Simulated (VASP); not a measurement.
NaI, 2 atoms in the cell. The structure is orthorhombic, space group Imm2 (No. 44). Conventional cell: a = 4.973 Å, b = 5.048 Å, c = 7.086 Å, α = 90.00°, β = 90.00°, γ = 90.00°. Na (site symmetry mm2) has 4 I at 3.07 Å within 4.0 Å. I (site symmetry mm2) has 4 Na at 3.07 Å within 4.0 Å.  This cell differs from its parent crystal: shear xy strain +1.5%.

```yaml
Program: VASP 6.6.1
Task: single point
Functional: HSE06
Potentials_or_basis: VASP PAW PBE potentials, release 64 (Na_pv, I)
Cutoff: 520 eV
k_mesh: 4 × 4 × 4
Occupations: gaussian, width 0.01 eV
Spin: no spin polarisation
Dipole_correction: no
Grid_for_exact_exchange_PRECFOCK: Normal
Further_INCAR_settings: ALGO = Normal; EDIFF = 1e-06; NBANDS = 14
Share_of_exact_exchange: 0.25
Screening_parameter: 0.2079 1/Å
```

Potentials or basis: VASP PAW PBE potentials, release 64 (Na_pv, I).

Command:

```sh
$ cat potpaw_PBE.64/Na_pv/POTCAR potpaw_PBE.64/I/POTCAR > POTCAR
$ cp INCAR.step1 INCAR
$ mpirun -np 1 vasp_std > vasp.out
$ cp INCAR.step2 INCAR
$ mpirun -np 1 vasp_std > vasp.out
```

Hardware: 1 thread of Intel(R) Xeon(R) Platinum 8259CL CPU @ 2.50GHz (Skylake/Cascade Lake), with other jobs on the host.

Problem. Estimate the wall time of this run.

Solution. Run time: 18 min on 1 thread of Intel(R) Xeon(R) Platinum 8259CL CPU @ 2.50GHz (Skylake/Cascade Lake), with other jobs on the host, peak memory 0.35 GiB. Counts: k points 18.
